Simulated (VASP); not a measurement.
A run of VASP 6.6.1:

File INCAR:

```
PREC     = Accurate       # precision mode
ENCUT    = 520            # plane-wave cutoff, eV
EDIFF    = 1E-6           # SCF threshold, eV
ISMEAR   = 0              # smearing method
SIGMA    = 0.1            # smearing width, eV
LREAL    = False          # projectors in reciprocal space
LASPH    = True           # aspherical terms in the spheres
NELM     = 80             # most SCF steps
ALGO     = Fast           # electronic algorithm
ISIF     = 2              # what is computed and relaxed
LWAVE    = False          # write WAVECAR
LCHARG   = False          # write CHGCAR
GGA      = PE             # functional
NBANDS   = 25             # bands
```

Contents of KPOINTS:

```
regular mesh
0
Gamma
  12 12 12
```

File POSCAR:

```
SiNi3
1.0
    3.5062596404      0.0000000000      0.0000000000
    0.0000000000      3.5062596404      0.0000000000
    0.0000000000      0.0000000000      3.5062596404
Si Ni
1 3
Direct
    0.0000000000      0.0000000000      0.0000000000
    0.0000000000      0.5000000000      0.5000000000
    0.5000000000      0.0000000000      0.5000000000
    0.5000000000      0.5000000000      0.0000000000
```

Potentials or basis: VASP PAW PBE potentials, release 64 (Si, Ni).

Run with:

```bash
$ cat potpaw_PBE.64/Si/POTCAR potpaw_PBE.64/Ni/POTCAR > POTCAR
$ mpirun -np 1 vasp_std > vasp.out
```

Hardware: 1 thread of AMD EPYC 9R45 96-Core Processor (Zen 5), on a shared host.

**Question.** Estimate the wall time of this run.

**Answer.** Run time: 48 s on 1 thread of AMD EPYC 9R45 96-Core Processor (Zen 5), with other jobs on the host, peak memory 0.17 GiB. Counts: scf iterations 16, k points 84.
